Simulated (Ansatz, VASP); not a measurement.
One calculation of Nb, two programs

```xyz
2
Lattice="-2.5906 2.5906 1.4153 2.5906 -2.5906 1.4153 2.5906 2.5906 -1.4153" Properties=species:S:1:pos:R:3 pbc="T T T"
Nb    0.0000    0.0000    0.0000
Nb    0.0000    2.5906    0.7077
```

Alike in both runs: functional r2SCAN; k mesh 22 × 22 × 22; occupations gaussian, width 0.1 eV; no spin polarisation.

Ansatz relaxed the structure, and its values are those at the end. VASP's run is a single point on that final structure, the one shown.

|  | VASP | Ansatz |
| --- | --- | --- |
| version | VASP 6.6.1 | Ansatz 0.2.0 |
| potentials or method | VASP PAW PBE potentials, release 64 (Nb_sv), cutoff 520 eV | scalar-relativistic, plane waves, PAW |
| valence electrons in the cell | 26 | 26 |

|  | VASP | Ansatz | Ansatz less VASP |
| --- | --- | --- | --- |
| gap on the k mesh at the Fermi level (eV) | none | none | - |
| pressure (GPa) | -0.1 | 0.0 | +0.11 |

VASP's potentials were made for PBE, not for r2SCAN. A gap of «none» marks a metal or a gap that the smearing closes. With one functional, cell and mesh, what is left measures potentials, basis and numerics.
